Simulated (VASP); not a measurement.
## TaTi4: single point with PBE

The system is TaTi4.

```
Ti Ta
1.0
     1.48984   -2.49502    0.00140
     1.48713    2.49360   -0.00135
     0.00016   -0.01494   23.68786
Ti Ta
8 2
Direct
  0.32404 0.67388 0.04960
  0.67475 0.32593 0.14773
  0.67927 0.32219 0.35227
  0.32209 0.67666 0.85226
  0.67264 0.32776 0.95040
  0.67506 0.32704 0.54959
  0.32742 0.67218 0.45040
  0.32326 0.67627 0.64773
  0.20113 0.79936 0.25001
  0.80035 0.19874 0.75000
```

```
Program             : VASP 6.6.1
Task                : single point
Functional          : PBE
Potentials or basis : VASP PAW PBE potentials, release 64 (Ti_sv, Ta_pv)
Cutoff              : 520 eV
k mesh              : 8 × 8 × 1
Occupations         : gaussian, width 0.2 eV
Spin                : no spin polarisation
```

* Pressure: -0.2 GPa
* Largest force: 0.016 eV/Å
* Band gap on the k mesh: zero (band 59 reaches 8.26 eV, above the bottom of band 60 at 7.24 eV)

Forces on the atoms (eV/Å):
```
Ti   0.001 -0.002 -0.001
Ti   0.000  0.000 -0.007
Ti   0.000  0.014  0.007
Ti  -0.001 -0.012  0.008
Ti   0.000  0.004  0.001
Ti  -0.001  0.003 -0.001
Ti   0.001 -0.004  0.002
Ti  -0.001 -0.011 -0.007
Ta  -0.001 -0.006 -0.001
Ta   0.002  0.014 -0.001
```

Stress tensor (GPa, compression positive):
```
-0.25  0.03  0.00
 0.03 -0.13  0.03
 0.00  0.03 -0.21
```

Levels at points of the mesh, in eV from the Fermi level:
```csv
k point,band 55,band 56,band 57,band 58,band 59,band 60,band 61,band 62
"(0.00, 0.00, 0.00)",0.39,0.40,0.42,0.58,0.61,0.63,0.67,0.70
"(0.50, 0.00, 0.00)",-0.88,-0.81,-0.61,-0.60,0.03,0.52,0.52,0.75
"(0.00, 0.50, 0.00)",-0.89,-0.81,-0.61,-0.59,0.04,0.53,0.53,0.75
"(0.50, 0.50, 0.00)",-0.90,-0.61,-0.41,-0.02,0.33,0.53,0.64,1.05
```

It took 43 min on 1 thread of AMD EPYC 7R43 64-Core Processor (Zen 3), with other jobs on the host, peak memory 0.48 GiB.

Caveat: spin-orbit coupling is left out, which moves the levels of the heavy elements.
